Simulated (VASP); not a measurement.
Crystal: Cs.

```xyz
1
Lattice="3.6270 0.0000 0.0000 0.0000 3.6270 0.0000 0.0000 0.0000 3.6270" Properties=species:S:1:pos:R:3 pbc="T T T"
Cs    0.0000    0.0000    0.0000
```

This cell differs from its parent crystal: volume scaled by 0.4.

Base run:

| Quantity | Value |
| --- | --- |
| Program | VASP 6.6.1 |
| Functional | PBEsol |
| Potentials or basis | VASP PAW PBE potentials, release 64 (Cs_sv) |
| Cutoff | 520 eV |
| k mesh | 8 × 8 × 8 |
| Occupations | fermi-dirac, width 0.08 eV |
| Spin | no spin polarisation |

Its results: pressure 3.2 GPa.

**Question.** The run is repeated on the same cell with these changes: functional from PBEsol to RPBE. What comes out?

**Answer.** Pressure 5.7 GPa.

RPBE binds less tightly than PBEsol, so the same cell stands under more pressure.

Caveats: the PAW data sets were made with another functional, which shifts forces and pressure a little.
